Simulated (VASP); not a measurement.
# Ge5H2 in VASP: further runs, part 2 of 2

VASP 6.6.1. The steps go on from the part before.

## (4) Single point, LDA

Input file INCAR:

```
  ALGO = Normal
  DIPOL = 0.5 0.5 0.342
  EDIFF = 1E-7
  ENCUT = 520
  GGA = CA
  IDIPOL = 3
  ISIF = 2
  ISMEAR = 0
  KPAR = 2
  LASPH = True
  LCHARG = True
  LDIPOL = True
  LREAL = Auto
  LVACPOTAV = True
  LVHAR = True
  LWAVE = False
  NBANDS = 164
  NCORE = 2
  NELM = 60
  PREC = Accurate
  SIGMA = 0.05
```

Input file KPOINTS:

```
k-points
0
Gamma
  3 3 1
```

Input file POSCAR:

```
Ge5H2
1.0
    7.9504584305      0.0000000000      0.0000000000
    0.0000000000      7.9504584305      0.0000000000
    0.0000000000      0.0000000000     19.3782629924
Ge H
20 8
Direct
    0.5000000000      0.5000000000      0.2531929680
    0.5000000000      0.0000000000      0.2531929680
    0.0000000000      0.5000000000      0.2531929680
    0.0000000000      0.0000000000      0.2531929680
    0.7500000000      0.5000000000      0.3257204060
    0.7500000000      0.0000000000      0.3257204060
    0.2500000000      0.5000000000      0.3257204060
    0.2500000000      0.0000000000      0.3257204060
    0.7443633924      0.7477276805      0.4003108560
    0.7443633924      0.2522723195      0.4003108560
    0.2628600014      0.7460142879      0.3948483062
    0.2628600014      0.2539857121      0.3948483062
    0.0028413445      0.7417342355      0.4715167381
    0.0028413445      0.2582657645      0.4715167381
    0.4959074552      0.7471129565      0.4765962983
    0.4959074552      0.2528870435      0.4765962983
    0.1482581152      0.0000000000      0.4951144324
    0.1532043996      0.5000000000      0.5179750986
    0.4278612237      0.0000000000      0.5468112471
    0.4523235538      0.5000000000      0.5551764649
    0.5090621173      0.6542935074      0.2055986752
    0.5090621173      0.3457064926      0.2055986752
    0.5090621173      0.1542935074      0.2055986752
    0.5090621173     -0.1542935074      0.2055986752
   -0.0090621173      0.3457064926      0.2055986752
   -0.0090621173      0.6542935074      0.2055986752
   -0.0090621173     -0.1542935074      0.2055986752
   -0.0090621173      0.1542935074      0.2055986752
```

Potentials or basis: VASP PAW LDA potentials, release 64 (Ge_d, H).

Command:

```console
$ cat potpaw_LDA.64/Ge_d/POTCAR potpaw_LDA.64/H/POTCAR > POTCAR
$ mpirun -np 4 vasp_std > vasp.out
```

OUTCAR:

```text
EDIFF = 1E-7
   ENCUT = 520
   GGA = CA
   ISIF = 2
   ISMEAR = 0
   LASPH = True
   LREAL = Auto
   NELM = 60
   PREC = Accurate

 ion  position               nearest neighbor table
   1  0.500  0.500  0.253-  21 1.54  22 1.54   5 2.43   7 2.43
   2  0.500  0.000  0.253-  23 1.54  24 1.54   6 2.43   8 2.43
   3  0.000  0.500  0.253-  25 1.54  26 1.54   5 2.43   7 2.43
   4  0.000  0.000  0.253-  27 1.54  28 1.54   6 2.43   8 2.43
   5  0.750  0.500  0.326-   1 2.43   3 2.43   9 2.44  10 2.44
   6  0.750  0.000  0.326-   2 2.43   4 2.43   9 2.47  10 2.47
[... 8 lines left out ...]
  15  0.496  0.747  0.477-  11 2.44   9 2.47  19 2.49  20 2.51
  16  0.496  0.253  0.477-  12 2.44  10 2.47  19 2.49  20 2.51
  17  0.148  0.000  0.495-  13 2.40  14 2.40  19 2.44
  18  0.153  0.500  0.518-  13 2.44  14 2.44  20 2.48
  19  0.428  0.000  0.547-  17 2.44  16 2.49  15 2.49
  20  0.452  0.500  0.555-  18 2.48  16 2.51  15 2.51
  21  0.509  0.654  0.206-   1 1.54
  22  0.509  0.346  0.206-   1 1.54
  23  0.509  0.154  0.206-   2 1.54
  24  0.509  0.846  0.206-   2 1.54
  25  0.991  0.346  0.206-   3 1.54
  26  0.991  0.654  0.206-   3 1.54
  27  0.991  0.846  0.206-   4 1.54
  28  0.991  0.154  0.206-   4 1.54

  LATTYP: Found a simple tetragonal cell.
 ALAT       =     7.9504584305
[... 231 lines left out ...]
      5     -26.1985      2.00000
      6     -26.1643      2.00000
[... 625 lines left out ...]
    155       1.7483      0.00000
    156       1.8718      0.00000
 [bands above 156 left out]

------------------------ aborting loop because EDIFF is reached ----------------------------------------

  FORCE on cell =-STRESS in cart. coord.  units (eV):
  Direction    XX          YY          ZZ          XY          YZ          ZX
  --------------------------------------------------------------------------------------
  -------------------------------------------------------------------------------------
  Total       -4.9216292     10.7858179     -0.5884576      0.0000000      0.0000000      0.0024876
  in kB       -6.4375451     14.1079685     -0.7697090      0.0000000      0.0000000      0.0032538
  external PRESSURE =       2.3002381 kB  Pullay stress =       0.0000000 kB

 VOLUME and BASIS-vectors are now :
 -----------------------------------------------------------------------------
  energy-cutoff  :      520.00
  volume of cell :     1224.90
      direct lattice vectors                 reciprocal lattice vectors
     7.950458431  0.000000000  0.000000000     0.125778911  0.000000000  0.000000000
     0.000000000  7.950458431  0.000000000     0.000000000  0.125778911  0.000000000
     0.000000000  0.000000000 19.378262992     0.000000000  0.000000000  0.051604212

 POSITION                                       TOTAL-FORCE (eV/Angst)
 -----------------------------------------------------------------------------------
      3.97523      3.97523      4.90644         0.034477      0.000000      0.201063
      3.97523      0.00000      4.90644         0.048434      0.000000      0.222683
      0.00000      3.97523      4.90644        -0.071170      0.000000      0.235448
      0.00000      0.00000      4.90644        -0.129619      0.000000      0.253513
      5.96284      3.97523      6.31190        -0.001188      0.000000      0.041398
      5.96284      0.00000      6.31190         0.113226      0.000000      0.318635
[... 20 lines left out ...]
      7.87841      6.72375      3.98415         0.057207      0.001530      0.021330
      7.87841      1.22670      3.98415         0.057207     -0.001530      0.021330
 -----------------------------------------------------------------------------------
    total drift:                                0.001854      0.000000     -0.012538

  FREE ENERGIE OF THE ION-ELECTRON SYSTEM (eV)
  ---------------------------------------------------
  free  energy   TOTEN  =      -124.2251905324 eV

  energy  without entropy=     -124.2251905323  energy(sigma->0) =     -124.22519053

 vacuum level on the upper side and lower side of the slab         3.647         3.374
```

OSZICAR:

```text
N       E                     dE             d eps       ncg     rms          rms(c)
DAV:   1     0.373703153956E+04    0.37370E+04   -0.13992E+05  1596   0.316E+03
DAV:   2     0.686687409783E+03   -0.30503E+04   -0.29771E+04  1576   0.843E+02
DAV:   3    -0.464489690072E+02   -0.73314E+03   -0.70742E+03  1784   0.257E+02
DAV:   4    -0.124741149065E+03   -0.78292E+02   -0.77221E+02  1496   0.941E+01
[... 21 lines left out ...]
DAV:  26    -0.124225189521E+03   -0.22645E-05   -0.24427E-07   920   0.272E-03    0.170E-04
DAV:  27    -0.124225190017E+03   -0.49666E-06   -0.45084E-08   896   0.187E-03    0.115E-04
DAV:  28    -0.124225190370E+03   -0.35235E-06   -0.27999E-08   856   0.133E-03    0.622E-05
DAV:  29    -0.124225190483E+03   -0.11292E-06   -0.13253E-08   864   0.961E-04    0.386E-05
DAV:  30    -0.124225190532E+03   -0.49695E-07   -0.67693E-09   808   0.670E-04
   1 F= -.12422519E+03 E0= -.12422519E+03  d E =-.639871E-10
```

stdout:

```text
POSCAR found type information on POSCAR GeH
 POSCAR found :  2 types and      28 ions
 scaLAPACK will be used
 LDA part: xc-table for (Slater(with rela. corr.)+CA(PZ))
 , standard interpolation
 POSCAR, INCAR and KPOINTS ok, starting setup
 FFT: planning ... GRIDC
 FFT: planning ... GRID_SOFT
 FFT: planning ... GRID
 WAVECAR not read
 entering main loop
 -----------------------------------------------------------------------------
|                                                                             |
|           W    W    AA    RRRRR   N    N  II  N    N   GGGG   !!!           |
|           W    W   A  A   R    R  NN   N  II  NN   N  G    G  !!!           |
|           W    W  A    A  R    R  N N  N  II  N N  N  G       !!!           |
|           W WW W  AAAAAA  RRRRR   N  N N  II  N  N N  G  GGG   !            |
|           WW  WW  A    A  R   R   N   NN  II  N   NN  G    G                |
|           W    W  A    A  R    R  N    N  II  N    N   GGGG   !!!           |
|                                                                             |
|     Did not find any points to average over, which means that no vacuum     |
|     field-free region was found. Please increase the size of  your cell     |
|     in the dimension of the dipole correction to obtain accurate            |
|     workfunction values.                                                    |
|                                                                             |
 -----------------------------------------------------------------------------
```

It took 13 min on 4 MPI ranks of Intel Xeon Platinum 8259CL at 2.50GHz (Skylake/Cascade Lake), shared host; peak memory 0.6 GiB.

What came out:

```yaml
Free_energy: -124.2252 eV
Largest_force: 1.089 eV/Å
Band_gap_on_the_k_mesh: 0.43 eV (least direct gap 0.52 eV)
```

Forces in eV/Å, atoms in the order of the input:
```
Ge   0.034  0.000  0.201
Ge   0.048  0.000  0.223
Ge  -0.071  0.000  0.235
Ge  -0.130  0.000  0.254
Ge  -0.001  0.000  0.041
Ge   0.113  0.000  0.319
Ge  -0.049  0.000 -1.088
Ge  -0.015  0.000 -0.537
Ge   0.003 -0.002  0.007
Ge   0.003  0.002  0.007
Ge  -0.006  0.005 -0.002
Ge  -0.006 -0.005 -0.002
Ge  -0.011 -0.003  0.004
Ge  -0.011  0.003  0.004
Ge   0.002  0.006  0.000
Ge   0.002 -0.006  0.000
Ge  -0.010  0.000  0.646
Ge   0.015  0.000 -0.364
Ge   0.002  0.000  0.035
Ge   0.010  0.000  0.007
H   -0.023 -0.017 -0.020
H   -0.023  0.017 -0.020
H   -0.030  0.005  0.007
H   -0.030 -0.005  0.007
H    0.035  0.022 -0.004
H    0.035 -0.022 -0.004
H    0.057  0.002  0.021
H    0.057 -0.002  0.021
```

## (5) Single point, LDA

Input file INCAR:

```
SYSTEM = Ge5H2
PREC     = Accurate       ! precision mode
ENCUT    = 520            ! plane-wave cutoff, eV
EDIFF    = 1E-7           ! SCF threshold, eV
ISMEAR   = 0              ! smearing method
SIGMA    = 0.05           ! smearing width, eV
LREAL    = Auto         
LASPH    = .True.         ! aspherical terms in the spheres
NELM     = 100            ! most SCF steps
ALGO     = Normal         ! electronic algorithm
ISIF     = 2              ! what is computed and relaxed
LWAVE    = .False.        ! write WAVECAR
LCHARG   = .False.        ! write CHGCAR
LDIPOL   = .True.       
IDIPOL   = 3            
DIPOL    = 0.5 0.5 0.341
GGA      = CA             ! functional
NBANDS   = 164            ! bands
```

Input file KPOINTS:

```
regular mesh
0
Gamma
  3 3 1
  0 0 0
```

Input file POSCAR:

```
Ge5H2
1.0
    7.9504584305      0.0000000000      0.0000000000
    0.0000000000      7.9504584305      0.0000000000
    0.0000000000      0.0000000000     19.3782629924
Ge H
20 8
Direct
    0.5000000000      0.5000000000      0.2531929680
    0.5000000000      0.0000000000      0.2531929680
    0.0000000000      0.5000000000      0.2531929680
    0.0000000000      0.0000000000      0.2531929680
    0.7500000000      0.5000000000      0.3257204060
    0.7500000000      0.0000000000      0.3257204060
    0.2500000000      0.5000000000      0.3257204060
    0.2500000000      0.0000000000      0.3257204060
    0.7452431033      0.7483263232      0.3990916079
    0.7452431033      0.2516736768      0.3990916079
    0.2525199109      0.7491732331      0.3953543974
    0.2525199109      0.2508267669      0.3953543974
   -0.0008748483      0.7262501568      0.4691832229
   -0.0008748483      0.2737498432      0.4691832229
    0.4962131186      0.7265264075      0.4728585169
    0.4962131186      0.2734735925      0.4728585169
    0.1025718767      0.0000000000      0.4951144324
    0.1092195715      0.5000000000      0.5407841604
    0.4042628879      0.0000000000      0.5096292400
    0.4339095990      0.5000000000      0.5574085428
    0.5090621173      0.6542935074      0.2055986752
    0.5090621173      0.3457064926      0.2055986752
    0.5090621173      0.1542935074      0.2055986752
    0.5090621173     -0.1542935074      0.2055986752
   -0.0090621173      0.3457064926      0.2055986752
   -0.0090621173      0.6542935074      0.2055986752
   -0.0090621173     -0.1542935074      0.2055986752
   -0.0090621173      0.1542935074      0.2055986752
```

Potentials or basis: VASP PAW LDA potentials, release 64 (Ge_d, H).

Command:

```console
$ cat potpaw_LDA.64/Ge_d/POTCAR potpaw_LDA.64/H/POTCAR > POTCAR
$ mpirun -np 1 vasp_std > vasp.out
```

OUTCAR:

```text
SYSTEM = Ge5H2
   PREC = Accurate
   ENCUT = 520
   EDIFF = 1E-7
   ISMEAR = 0
   LREAL = Auto
   LASPH = .True.
   NELM = 100
   ISIF = 2
   GGA = CA

 ion  position               nearest neighbor table
   1  0.500  0.500  0.253-  21 1.54  22 1.54   5 2.43   7 2.43
   2  0.500  0.000  0.253-  23 1.54  24 1.54   6 2.43   8 2.43
   3  0.000  0.500  0.253-  25 1.54  26 1.54   5 2.43   7 2.43
   4  0.000  0.000  0.253-  27 1.54  28 1.54   6 2.43   8 2.43
   5  0.750  0.500  0.326-   9 2.43  10 2.43   1 2.43   3 2.43
   6  0.750  0.000  0.326-   2 2.43   4 2.43   9 2.45  10 2.45
[... 8 lines left out ...]
  15  0.496  0.727  0.473-  19 2.40   9 2.45  11 2.46  20 2.48
  16  0.496  0.273  0.473-  19 2.40  10 2.45  12 2.46  20 2.48
  17  0.103  0.000  0.495-  13 2.38  14 2.38  19 2.42
  18  0.109  0.500  0.541-  13 2.43  14 2.43  20 2.60
  19  0.404  0.000  0.510-  15 2.40  16 2.40  17 2.42
  20  0.434  0.500  0.557-  15 2.48  16 2.48  18 2.60
  21  0.509  0.654  0.206-   1 1.54
  22  0.509  0.346  0.206-   1 1.54
  23  0.509  0.154  0.206-   2 1.54
  24  0.509  0.846  0.206-   2 1.54
  25  0.991  0.346  0.206-   3 1.54
  26  0.991  0.654  0.206-   3 1.54
  27  0.991  0.846  0.206-   4 1.54
  28  0.991  0.154  0.206-   4 1.54

[... 234 lines left out ...]
      6     -25.9363      2.00000
[... 625 lines left out ...]
    155       1.8497      0.00000
    156       1.9055      0.00000
 [bands above 156 left out]

------------------------ aborting loop because EDIFF is reached ----------------------------------------

 vacuum level on the upper side and lower side of the slab       (xc-potential included)        -0.100        -0.190

  FORCE on cell =-STRESS in cart. coord.  units (eV):
  Direction    XX          YY          ZZ          XY          YZ          ZX
  --------------------------------------------------------------------------------------
  -------------------------------------------------------------------------------------
  Total       -3.2695585     12.4608416      0.9183514      0.0000000      0.0000000     -0.0935804
  in kB       -4.2766184     16.2989178      1.2012138      0.0000000      0.0000000     -0.1224042
  external PRESSURE =       4.4078377 kB  Pullay stress =       0.0000000 kB

 VOLUME and BASIS-vectors are now :
 -----------------------------------------------------------------------------
  energy-cutoff  :      520.00
  volume of cell :     1224.90
      direct lattice vectors                 reciprocal lattice vectors
     7.950458431  0.000000000  0.000000000     0.125778911  0.000000000  0.000000000
     0.000000000  7.950458431  0.000000000     0.000000000  0.125778911  0.000000000
     0.000000000  0.000000000 19.378262992     0.000000000  0.000000000  0.051604212

 POSITION                                       TOTAL-FORCE (eV/Angst)
 -----------------------------------------------------------------------------------
      3.97523      3.97523      4.90644         0.070135      0.000000      0.224269
      3.97523      0.00000      4.90644         0.010133      0.000000      0.190239
      0.00000      3.97523      4.90644        -0.061393      0.000000      0.244225
      0.00000      0.00000      4.90644        -0.039756      0.000000      0.252306
      5.96284      3.97523      6.31190        -0.079363      0.000000     -0.143018
      5.96284      0.00000      6.31190         0.009535      0.000000      0.113297
[... 20 lines left out ...]
      7.87841      6.72375      3.98415         0.021197     -0.009218      0.019788
      7.87841      1.22670      3.98415         0.021197      0.009218      0.019788
 -----------------------------------------------------------------------------------
    total drift:                                0.001241      0.000000     -0.015386

  FREE ENERGIE OF THE ION-ELECTRON SYSTEM (eV)
  ---------------------------------------------------
  free  energy   TOTEN  =      -124.0365438472 eV

  energy  without entropy=     -124.0249066095  energy(sigma->0) =     -124.03072523

 vacuum level on the upper side and lower side of the slab         3.383         3.291
```

stdout:

```text
POSCAR found type information on POSCAR GeH
 POSCAR found :  2 types and      28 ions
 scaLAPACK will be used
 LDA part: xc-table for (Slater(with rela. corr.)+CA(PZ))
 , standard interpolation
 POSCAR, INCAR and KPOINTS ok, starting setup
 FFT: planning ... GRIDC
 FFT: planning ... GRID_SOFT
 FFT: planning ... GRID
 WAVECAR not read
 entering main loop
```

It took 20 min on 1 thread of Intel Xeon 6975P-C (Granite Rapids), shared host; peak memory 1 GiB.

What came out:

* Free energy: -124.0365 eV
* Largest force: 0.833 eV/Å
* Band gap on the k mesh: zero (bands 144 and 145 overlap by 0.21 eV)

Forces in eV/Å, atoms in the order of the input:
```
Ge   0.070  0.000  0.224
Ge   0.010  0.000  0.190
Ge  -0.061  0.000  0.244
Ge  -0.040  0.000  0.252
Ge  -0.079  0.000 -0.143
Ge   0.010  0.000  0.113
Ge   0.015  0.000 -0.833
Ge   0.062  0.000 -0.718
Ge  -0.010 -0.008 -0.003
Ge  -0.010  0.008 -0.003
Ge   0.011 -0.010 -0.007
Ge   0.011  0.010 -0.007
Ge  -0.004  0.016  0.010
Ge  -0.004 -0.016  0.010
Ge   0.001  0.007 -0.003
Ge   0.001 -0.007 -0.003
Ge   0.005  0.000  0.491
Ge   0.009  0.000  0.139
Ge  -0.009  0.000  0.017
Ge  -0.015  0.000  0.038
H   -0.045  0.006 -0.013
H   -0.045 -0.006 -0.013
H    0.003  0.010 -0.002
H    0.003 -0.010 -0.002
H    0.034  0.000 -0.009
H    0.034  0.000 -0.009
H    0.021 -0.009  0.020
H    0.021  0.009  0.020
```

## (6) Single point, LDA

Input file INCAR:

```
SYSTEM = Ge5H2
ALGO = Normal
DIPOL = 0.5 0.5 0.343
EDIFF = 1E-6
ENCUT = 520
GGA = CA
IDIPOL = 3
ISIF = 2
ISMEAR = 0
LASPH = .TRUE.
LCHARG = .FALSE.
LDIPOL = .TRUE.
LREAL = Auto
LWAVE = .FALSE.
NBANDS = 164
NELM = 60
PREC = Accurate
SIGMA = 0.05
```

Input file KPOINTS:

```
k-points
0
G
  3 3 1
  0 0 0
```

Input file POSCAR:

```
Ge5H2
1.0
    7.9504584305      0.0000000000      0.0000000000
    0.0000000000      7.9504584305      0.0000000000
    0.0000000000      0.0000000000     19.3782629924
Ge H
20 8
Direct
    0.5000000000      0.5000000000      0.2531929680
    0.5000000000      0.0000000000      0.2531929680
    0.0000000000      0.5000000000      0.2531929680
    0.0000000000      0.0000000000      0.2531929680
    0.7500000000      0.5000000000      0.3257204060
    0.7500000000      0.0000000000      0.3257204060
    0.2500000000      0.5000000000      0.3257204060
    0.2500000000      0.0000000000      0.3257204060
    0.7487048206      0.7486447523      0.4013113426
    0.7487048206      0.2513552477      0.4013113426
    0.2518958011      0.7486027524      0.3968771572
    0.2518958011      0.2513972476      0.3968771572
    0.0044411024      0.7416919084      0.4733221197
    0.0044411024      0.2583080916      0.4733221197
    0.4973239634      0.7244504493      0.4748180118
    0.4973239634      0.2755495507      0.4748180118
    0.0933344575      0.0000000000      0.5296376506
    0.1063483264      0.5000000000      0.5407841604
    0.3921504136      0.0000000000      0.5056641855
    0.4348125165      0.5000000000      0.5619038806
    0.5090621173      0.6542935074      0.2055986752
    0.5090621173      0.3457064926      0.2055986752
    0.5090621173      0.1542935074      0.2055986752
    0.5090621173     -0.1542935074      0.2055986752
   -0.0090621173      0.3457064926      0.2055986752
   -0.0090621173      0.6542935074      0.2055986752
   -0.0090621173     -0.1542935074      0.2055986752
   -0.0090621173      0.1542935074      0.2055986752
```

Potentials or basis: VASP PAW LDA potentials, release 64 (Ge_d, H).

Command:

```console
$ cat potpaw_LDA.64/Ge_d/POTCAR potpaw_LDA.64/H/POTCAR > POTCAR
$ mpirun -np 1 vasp_std > vasp.out
```

Run time: 17 min. Hardware: 1 thread of Intel Xeon 6975P-C (Granite Rapids), shared host; peak memory 1 GiB.

The run converged. Its results:

| Quantity | Value |
| --- | --- |
| Free energy | -124.0981 eV |
| Largest force | 0.745 eV/Å |
| Band gap on the k mesh | zero (bands 144 and 145 overlap by 0.04 eV) |

Forces on the atoms (eV/Å):
```
Ge   0.020  0.000  0.303
Ge   0.076  0.000  0.299
Ge  -0.052  0.000  0.282
Ge  -0.044  0.000  0.271
Ge   0.077  0.000  0.174
Ge   0.010  0.000  0.368
Ge   0.027  0.000 -0.745
Ge  -0.102  0.000 -0.430
Ge   0.001  0.015 -0.018
Ge   0.001 -0.015 -0.018
Ge   0.013  0.019  0.018
Ge   0.013 -0.019  0.018
Ge  -0.013  0.001  0.008
Ge  -0.013 -0.001  0.008
Ge  -0.007 -0.006  0.002
Ge  -0.007  0.006  0.002
Ge  -0.006  0.000 -0.073
Ge  -0.004  0.000 -0.452
Ge   0.025  0.000  0.009
Ge   0.006  0.000 -0.005
H   -0.026  0.004 -0.014
H   -0.026 -0.004 -0.014
H   -0.046  0.014  0.004
H   -0.046 -0.014  0.004
H    0.037  0.001 -0.018
H    0.037 -0.001 -0.018
H    0.025 -0.012  0.016
H    0.025  0.012  0.016
```

Levels at points of the mesh, in eV from the Fermi level:
```csv
k point,band 140,band 141,band 142,band 143,band 144,band 145,band 146,band 147,band 148,band 149
"(0.00, 0.00, 0.00)",-0.79,-0.60,-0.38,-0.33,-0.19,-0.06,0.66,0.91,1.32,1.57
```

## (7) Summary

```csv
cell,gap on the mesh (eV),largest force (eV/Å)
"as given, atomic positions A",none,0.94
"as given, atomic positions B",0.40,0.76
"as given, atomic positions C",0.43,1.09
"as given, atomic positions D",none,0.83
"as given, atomic positions E",none,0.75
```

Alike in all rows: task single point; level LDA; potentials or basis VASP PAW LDA potentials, release 64 (Ge_d, H); no spin polarisation; k mesh 3 × 3 × 1; cutoff (eV) 520; smearing gaussian 0.05 eV.

Absolute energies hang on the potentials; compare differences alone.
